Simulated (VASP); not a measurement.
# CdSe (P6_3mc) in VASP: band structure with TB-mBJ

Aim: the band structure of CdSe with TB-mBJ.

All numbers are computed with VASP 6.6.1; they aren't measurements. Logs are shortened: lines on timing, memory, paths and dates and some standing lists are left out, and cuts for length are marked.

### 1 The cell of the first run

The structure is hexagonal, space group P6_3mc (No. 186). The conventional cell has a = 4.300 Å, b = 4.300 Å, c = 7.020 Å, α = 90.00°, β = 90.00°, γ = 120.00°. Within 3.4 Å of Cd (site symmetry 3m) lie 4 Se at 2.61 to 2.70 Å. Within 3.4 Å of Se (site symmetry 3m) lie 4 Cd at 2.61 to 2.70 Å.

### 2 Band structure, TB-mBJ

POSCAR

```
CdSe
1.0
    4.3000000000      0.0000000000      0.0000000000
   -2.1500000000      3.7239092363      0.0000000000
    0.0000000000      0.0000000000      7.0200000000
Cd Se
2 2
Direct
    0.6666666667      0.3333333333      0.5000000000
    0.3333333333      0.6666666667      0.0000000000
    0.6666666667      0.3333333333      0.8850000000
    0.3333333333      0.6666666667      0.3850000000
```

INCAR.step1

```
  ISMEAR = 0
  SIGMA = 0.03
  LWAVE = T
  LCHARG = F
  NBANDS = 32
  PREC = Accurate
  LASPH = T
  LREAL = F
  ALGO = Normal
  EDIFF = 1E-7
  NELM = 120
  GGA_COMPAT = F
  ENCUT = 550
  EFERMI = MIDGAP
  GGA = PE
```

INCAR.step2

```
  METAGGA = MBJ
  ISMEAR = 0
  SIGMA = 0.03
  LWAVE = F
  LCHARG = F
  NBANDS = 32
  PREC = Accurate
  LASPH = T
  LREAL = F
  ALGO = Normal
  EDIFF = 1E-7
  NELM = 120
  GGA_COMPAT = F
  ENCUT = 550
  EFERMI = MIDGAP
  LMIXTAU = T
  ISTART = 1
```

KPOINTS

```
Automatic mesh
0
Gamma
  9 9 5
  0 0 0
```

KPOINTS_OPT

```
path GMKGALHA,LM,KH
32
line-mode
reciprocal
 0.0000000000  0.0000000000  0.0000000000  G
 0.5000000000  0.0000000000  0.0000000000  M

 0.5000000000  0.0000000000  0.0000000000  M
 0.3333333333  0.3333333333  0.0000000000  K

 0.3333333333  0.3333333333  0.0000000000  K
 0.0000000000  0.0000000000  0.0000000000  G

 0.0000000000  0.0000000000  0.0000000000  G
 0.0000000000  0.0000000000  0.5000000000  A

 0.0000000000  0.0000000000  0.5000000000  A
 0.5000000000  0.0000000000  0.5000000000  L

 0.5000000000  0.0000000000  0.5000000000  L
 0.3333333333  0.3333333333  0.5000000000  H

 0.3333333333  0.3333333333  0.5000000000  H
 0.0000000000  0.0000000000  0.5000000000  A

 0.5000000000  0.0000000000  0.5000000000  L
 0.5000000000  0.0000000000  0.0000000000  M

 0.3333333333  0.3333333333  0.0000000000  K
 0.3333333333  0.3333333333  0.5000000000  H
```

Potentials or basis: VASP PAW PBE potentials, release 64 (Cd, Se).

Run with:

```
cat potpaw_PBE.64/Cd/POTCAR potpaw_PBE.64/Se/POTCAR > POTCAR
cp INCAR.step1 INCAR
mpirun -np 1 vasp_std > vasp.out
cp INCAR.step2 INCAR
mpirun -np 1 vasp_std > vasp.out
```

OUTCAR:

```text
METAGGA = MBJ
   ISMEAR = 0
   PREC = Accurate
   LASPH = T
   LREAL = F
   EDIFF = 1E-7
   NELM = 120
   ENCUT = 550
   EFERMI = MIDGAP
   ISTART = 1

 ion  position               nearest neighbor table
   1  0.667  0.333  0.500-   4 2.61   4 2.61   4 2.61   3 2.70
   2  0.333  0.667  0.000-   3 2.61   3 2.61   3 2.61   4 2.70
   3  0.667  0.333  0.885-   2 2.61   2 2.61   2 2.61   1 2.70
   4  0.333  0.667  0.385-   1 2.61   1 2.61   1 2.61   2 2.70

  LATTYP: Found a hexagonal cell.
 ALAT       =     4.3000000000
 C/A-ratio  =     1.6325581395

  Lattice vectors:

 A1 = (   4.3000000000,   0.0000000000,   0.0000000000)
 A2 = (  -2.1500000000,   3.7239092363,   0.0000000000)
 A3 = (   0.0000000000,   0.0000000000,   7.0200000000)

Analysis of symmetry for initial positions (statically):
=====================================================================
 Subroutine PRICEL returns:
 Original cell was already a primitive cell.

 Routine SETGRP: Setting up the symmetry group for a
 hexagonal supercell.

 Subroutine GETGRP returns: Found 12 space group operations
 (whereof  6 operations were pure point group operations)
 out of a pool of 24 trial point group operations.

The static configuration has the point symmetry C_3v.
 The point group associated with its full space group is C_6v.

Analysis of symmetry for dynamics (positions and initial velocities):
=====================================================================
 Subroutine PRICEL returns:
 Original cell was already a primitive cell.

 Routine SETGRP: Setting up the symmetry group for a
 hexagonal supercell.

 Subroutine GETGRP returns: Found 12 space group operations
 (whereof  6 operations were pure point group operations)
 out of a pool of 24 trial point group operations.

The dynamic configuration has the point symmetry C_3v.
 The point group associated with its full space group is C_6v.

 Subroutine INISYM returns: Found 12 space group operations
 (whereof  6 operations are pure point group operations),
 and found     1 'primitive' translations

----------------------------------------------------------------------------------------

                                     Primitive cell

  volume of cell :     112.4099

  direct lattice vectors                    reciprocal lattice vectors
     4.300000000  0.000000000  0.000000000     0.232558140  0.134267504  0.000000000
    -2.150000000  3.723909236  0.000000000     0.000000000  0.268535009  0.000000000
     0.000000000  0.000000000  7.020000000     0.000000000  0.000000000  0.142450142

  length of vectors
     4.300000000  4.300000000  7.020000000     0.268535009  0.268535009  0.142450142

  position of ions in fractional coordinates (direct lattice)
     0.666666667  0.333333333  0.500000000
     0.333333333  0.666666667  0.000000000
     0.666666667  0.333333333  0.885000000
     0.333333333  0.666666667  0.385000000

  ion indices of the primitive-cell ions
   primitive index   ion index
                 1           1
                 2           2
                 3           3
                 4           4

----------------------------------------------------------------------------------------

 KPOINTS: Automatic mesh

Automatic generation of k-mesh.
 Grid dimensions read from file:
 generate k-points for:    9    9    5

 Generating k-lattice:

  Cartesian coordinates                     Fractional coordinates (reciprocal lattice)
     0.025839793  0.014918612  0.000000000     0.111111111  0.000000000  0.000000000
     0.000000000  0.029837223  0.000000000     0.000000000  0.111111111  0.000000000
     0.000000000  0.000000000  0.028490028     0.000000000  0.000000000  0.200000000

  Length of vectors
     0.029837223  0.029837223  0.028490028

  Shift w.r.t. Gamma in fractional coordinates (k-lattice)
     0.000000000  0.000000000  0.000000000

 Subroutine IBZKPT returns following result:
 ===========================================

 Found     36 irreducible k-points:

 Following reciprocal coordinates:
            Coordinates               Weight
  0.000000  0.000000  0.000000      1.000000
  0.111111  0.000000  0.000000      6.000000
  0.222222  0.000000  0.000000      6.000000
  0.333333  0.000000  0.000000      6.000000
  0.444444  0.000000  0.000000      6.000000
  0.111111  0.111111  0.000000      6.000000
[... 16 lines left out ...]
  0.333333  0.222222  0.200000     24.000000
  0.333333  0.333333  0.200000      4.000000
 [... further k-points ...]
   k-points           NKPTS =     36   k-points in BZ     NKDIM =     36   number of bands    NBANDS=     32
   number of dos      NEDOS =    301   number of ions     NIONS =      4
   total plane-waves  NPLWV =  69984
   dimension x,y,z NGX =    36 NGY =   36 NGZ =   54
   dimension x,y,z NGXF=    72 NGYF=   72 NGZF=  108
   ions per type =               2   2
   NGX,Y,Z   is equivalent  to a cutoff of  13.92, 13.92, 12.79 a.u.
   NGXF,Y,Z  is equivalent  to a cutoff of  27.84, 27.84, 25.58 a.u.
 SYSTEM =  unknown system
   PREC   = accura    normal or accurate (medium, high low for compatibility)
   ISTART =      1    job   : 0-new  1-cont  2-samecut
   ICHARG =      0    charge: 1-file 2-atom 10-const
   ISPIN  =      1    spin polarized calculation?
   LNONCOLLINEAR =      F non collinear calculations
   LSORBIT =      F    spin-orbit coupling
   LASPH  =      T    aspherical Exc in radial PAW
   ENCUT  =  550.0 eV  40.42 Ry    6.36 a.u.   8.22  8.22 13.42*2*pi/ulx,y,z
   NELM   =    120;   NELMIN=  2; NELMDL=  0     # of ELM steps
   EDIFF  = 0.1E-06   stopping-criterion for ELM
   LREAL  =      F    real-space projection
   EDIFFG = 0.1E-05   stopping-criterion for IOM
   NSW    =      0    number of steps for IOM
   IBRION =     -1    ionic relax: 0-MD 1-quasi-New 2-CG
   NFREE  =      0    steps in history (QN), initial steepest desc. (CG)
   ISIF   =      2    stress and relaxation
   ISYM   =      2    0-nonsym 1-usesym 2-fastsym
   POTIM  = 0.5000    time-step for ionic-motion
   TEBEG  =    0.0;   TEEND  =   0.0 temperature during run

   SCALEE = 1.0000    scale energy and forces
   PSTRESS=    0.0 pullay stress
   NELECT =      36.0000    total number of electrons
   NUPDOWN=      -1.0000    fix difference up-down
   EMIN   =  10.00;   EMAX   =-10.00  energy-range for DOS
   EFERMI =   0.00;   METHOD = MIDGAP
   ISMEAR =     0;   SIGMA  =   0.03  broadening in eV -4-tet -1-fermi 0-gaus
   EFERMI_NEDOS =   21; number of points for ismear=-14 and -15
   IALGO  =     38    algorithm
   IMIX   =      4    mixing-type and parameters
     AMIX     =   0.40;   BMIX     =  1.00
     AMIX_MAG =   1.60;   BMIX_MAG =  1.00
  volume/ion in A,a.u.               =      28.10       189.64
  Fermi-wavevector in a.u.,A,eV,Ry     =   1.120059  2.116604 17.068937  1.254531
  Thomas-Fermi vector in A             =   2.256702
   LORBIT       =      0    0 simple, 1 ext, 2 COOP (PROOUT), +10 PAW based schemes
   METAGGA = MBJ    functional components
   LHFCALC =     F    Hartree Fock is set to
   AEXX    =    0.0000 exact exchange contribution

     CMBJ =    1.0000
   IVDW    =     0    specifies the selected vdW correction
   LEPSILON=     F    determine dielectric tensor
   LRPA    =     F    only Hartree local field effects (RPA)

   CSHIFT  =0.1000    complex shift for real part using Kramers Kronig

   OMEGAMAX=  -1.0    maximum frequency
 non-spin polarized calculation
 Gauss-broadening in eV      SIGMA  =   0.03
  energy-cutoff  :      550.00
  volume of cell :      112.41
 maximum number of plane-waves:      3309
 NGX is ok and might be reduce to    36
   NGX = 17   NGY = 17   NGZ = 27

 number of electron      35.9999996 magnetization

 Free energy of the ion-electron system (eV)
  ---------------------------------------------------
  ext. energy  EPLUGINS =         0.00000000
  ---------------------------------------------------
  free energy    TOTEN  =       788.01934161 eV

  energy without entropy =      788.01934161  energy(sigma->0) =      788.01934161

 E-fermi :   2.1975     XC(G=0):  -7.6865

 val. band max:        1.1771318466   @ k =   0.0000   0.0000   0.0000
 cond. band min:       3.2179353579   @ k =   0.0000   0.0000   0.0000
 fundamental gap:      2.0408035113
 Fermi energy:         2.1975336023

 k-point     1 :       0.0000    0.0000    0.0000
  band No.  band energies     occupation
      1     -11.1371      2.00000
      2     -10.8222      2.00000
      3      -6.6730      2.00000
      4      -6.6730      2.00000
      5      -6.6171      2.00000
      6      -6.6171      2.00000
[... 22 lines left out ...]
     29      11.9528      0.00000
     30      12.7518      0.00000

 k-point     2 :       0.1111    0.0000    0.0000
  band No.  band energies     occupation
      1     -11.1032      2.00000
      2     -10.8060      2.00000
      3      -6.6575      2.00000
      4      -6.6466      2.00000
      5      -6.5998      2.00000
      6      -6.5981      2.00000
[... 22 lines left out ...]
     29      12.8648      0.00000
     30      12.8826      0.00000

 k-point     3 :       0.2222    0.0000    0.0000
  band No.  band energies     occupation
      1     -11.0146      2.00000
      2     -10.7673      2.00000
      3      -6.6204      2.00000
      4      -6.6005      2.00000
      5      -6.5497      2.00000
      6      -6.5326      2.00000
[... 22 lines left out ...]
     29      12.7748      0.00000
     30      13.7285      0.00000

 k-point     4 :       0.3333    0.0000    0.0000
  band No.  band energies     occupation
      1     -10.9068      2.00000
      2     -10.7301      2.00000
      3      -6.5833      2.00000
      4      -6.5717      2.00000
      5      -6.4951      2.00000
      6      -6.4592      2.00000
[... 22 lines left out ...]
     29      12.3662      0.00000
     30      13.3522      0.00000

 k-point     5 :       0.4444    0.0000    0.0000
  band No.  band energies     occupation
      1     -10.8270      2.00000
      2     -10.7155      2.00000
      3      -6.5630      2.00000
      4      -6.5579      2.00000
      5      -6.4607      2.00000
      6      -6.4080      2.00000
[... 22 lines left out ...]
     29      13.0115      0.00000
     30      13.0873      0.00000
[... 526 lines left out ...]
     29      13.4968      0.00000
     30      13.5912      0.00000

 k-point    22 :       0.2222    0.2222    0.2000
  band No.  band energies     occupation
      1     -10.8404      2.00000
      2     -10.7299      2.00000
      3      -6.5687      2.00000
      4      -6.5352      2.00000
      5      -6.4731      2.00000
      6      -6.4727      2.00000
[... 22 lines left out ...]
     29      13.5348      0.00000
     30      13.5365      0.00000

 k-point    23 :       0.3333    0.2222    0.2000
  band No.  band energies     occupation
      1     -10.7770      2.00000
      2     -10.7217      2.00000
      3      -6.5581      2.00000
      4      -6.5068      2.00000
      5      -6.4603      2.00000
      6      -6.4456      2.00000
[... 22 lines left out ...]
     29      12.8243      0.00000
     30      13.3793      0.00000

 k-point    24 :       0.3333    0.3333    0.2000
  band No.  band energies     occupation
      1     -10.7372      2.00000
      2     -10.7372      2.00000
      3      -6.5575      2.00000
      4      -6.4687      2.00000
      5      -6.4687      2.00000
      6      -6.4487      2.00000
[... 22 lines left out ...]
     29      12.4193      0.00000
     30      12.4193      0.00000

 [... further k-points ...]

 [bands above 30 left out]

------------------------ aborting loop because EDIFF is reached ----------------------------------------

  FORCE on cell =-STRESS in cart. coord.  units (eV):
  Direction    XX          YY          ZZ          XY          YZ          ZX
  --------------------------------------------------------------------------------------
  -------------------------------------------------------------------------------------
  Total      -57.7332319    -57.7332319    -59.0110760      0.0000000      0.0000000      0.0000000
  in kB     -822.8710772   -822.8710772   -841.0841731      0.0000000      0.0000000      0.0000000
  external PRESSURE =    -828.9421091 kB  Pullay stress =       0.0000000 kB

 VOLUME and BASIS-vectors are now :
 -----------------------------------------------------------------------------
  energy-cutoff  :      550.00
  volume of cell :      112.41
      direct lattice vectors                 reciprocal lattice vectors
     4.300000000  0.000000000  0.000000000     0.232558140  0.134267504  0.000000000
    -2.150000000  3.723909236  0.000000000     0.000000000  0.268535009  0.000000000
     0.000000000  0.000000000  7.020000000     0.000000000  0.000000000  0.142450142

 POSITION                                       TOTAL-FORCE (eV/Angst)
 -----------------------------------------------------------------------------------
      2.15000      1.24130      3.51000         0.000000      0.000000      0.245464
     -0.00000      2.48261      0.00000        -0.000000     -0.000000      0.245464
      2.15000      1.24130      6.21270        -0.000000      0.000000     -0.245464
     -0.00000      2.48261      2.70270        -0.000000     -0.000000     -0.245464
 -----------------------------------------------------------------------------------
    total drift:                               -0.000000     -0.000000     -0.444793

  FREE ENERGIE OF THE ION-ELECTRON SYSTEM (eV)
  ---------------------------------------------------
  free  energy   TOTEN  =       788.0193416066 eV

  energy  without entropy=      788.0193416066  energy(sigma->0) =      788.01934161

    CMBJ =    1.2813
```

Run time: 16 min. Hardware: 1 thread of Intel Xeon Platinum 8488C (Sapphire Rapids), shared host; peak memory 0.42 GiB.

Results:

```
Band gap on the k mesh  : 2.04 eV
Band gap along the path : 2.04 eV
```

Levels at the corners of the path, in eV from the valence-band top:
```
point  band 14  band 15  band 16  band 17  band 18  band 19  band 20  band 21  band 22  band 23
    Γ    -0.64    -0.64    -0.02     0.00     0.00     2.04     3.25     6.72     6.72     6.96
    M    -3.26    -2.29    -1.66    -1.08    -0.74     4.22     4.26     5.63     7.07     7.34
    M    -3.26    -2.29    -1.66    -1.08    -0.74     4.22     4.26     5.63     7.07     7.34
    K    -3.35    -2.73    -1.60    -1.60    -1.58     5.30     5.61     5.61     7.77     7.77
    K    -3.35    -2.73    -1.60    -1.60    -1.58     5.30     5.61     5.61     7.77     7.77
    Γ    -0.64    -0.64    -0.02     0.00     0.00     2.04     3.25     6.72     6.72     6.96
    Γ    -0.64    -0.64    -0.02     0.00     0.00     2.04     3.25     6.72     6.72     6.96
    A    -2.18    -0.33    -0.33    -0.33    -0.33     3.44     3.44     6.73     6.73     7.02
    A    -2.18    -0.33    -0.33    -0.33    -0.33     3.44     3.44     6.73     6.73     7.02
    L    -3.76    -1.23    -1.23    -1.16    -1.16     4.03     4.03     5.60     5.60     8.77
    L    -3.76    -1.23    -1.23    -1.16    -1.16     4.03     4.03     5.60     5.60     8.77
    H    -3.64    -2.20    -2.20    -0.96    -0.96     4.75     4.75     6.79     6.79     7.03
    H    -3.64    -2.20    -2.20    -0.96    -0.96     4.75     4.75     6.79     6.79     7.03
    A    -2.18    -0.33    -0.33    -0.33    -0.33     3.44     3.44     6.73     6.73     7.02
    L    -3.76    -1.23    -1.23    -1.16    -1.16     4.03     4.03     5.60     5.60     8.77
    M    -3.26    -2.29    -1.66    -1.08    -0.74     4.22     4.26     5.63     7.07     7.34
    K    -3.35    -2.73    -1.60    -1.60    -1.58     5.30     5.61     5.61     7.77     7.77
    H    -3.64    -2.20    -2.20    -0.96    -0.96     4.75     4.75     6.79     6.79     7.03
```
